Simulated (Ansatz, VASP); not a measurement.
Two plane-wave programs on Bi2Te3

```
CELL_PARAMETERS angstrom
2.19300 1.26613 10.06401
-2.19300 1.26613 10.06401
0.00000 -2.53226 10.06401
ATOMIC_POSITIONS crystal
Bi 0.60000 0.60000 0.60000
Bi 0.40000 0.40000 0.40000
Te 0.79050 0.79050 0.79050
Te 0.20950 0.20950 0.20950
Te 0.00000 0.00000 0.00000
```

Alike in both runs: functional PBEsol; k mesh 6 × 6 × 6; occupations fermi-dirac, width 0.05 eV; no spin polarisation.

|  | VASP | Ansatz |
| --- | --- | --- |
| version | VASP 6.6.1 | Ansatz 0.2.0 |
| potentials or method | VASP PAW PBE potentials, release 64 (Bi_d, Te) | Ansatz PAW |
| plane-wave cutoff (eV) | 520 | 420 |
| valence electrons in the cell | 48 | 78 |
| task | single point | band structure |

```tsv
	VASP	Ansatz	Ansatz less VASP
gap on the k mesh at the Fermi level (eV)	0.19	0.20	+0.011
least direct gap on the mesh (eV)	0.19	0.20	+0.011
pressure (GPa)	0.0	-0.1	-0.01
traceless stress, the component that is largest in VASP (GPa)	0.05	0.05	0.000
rms of the force components (eV/Å)	0.002	0.009	+0.0071
```

VASP's potentials were made for PBE, not for PBEsol. Atom by atom the forces differ by 0.008 eV/Å (rms over components). VASP's potentials hold 48 valence electrons a cell and Ansatz's 78, so a difference there can come from the potentials and not from the codes.

Neither program's run includes spin-orbit coupling.
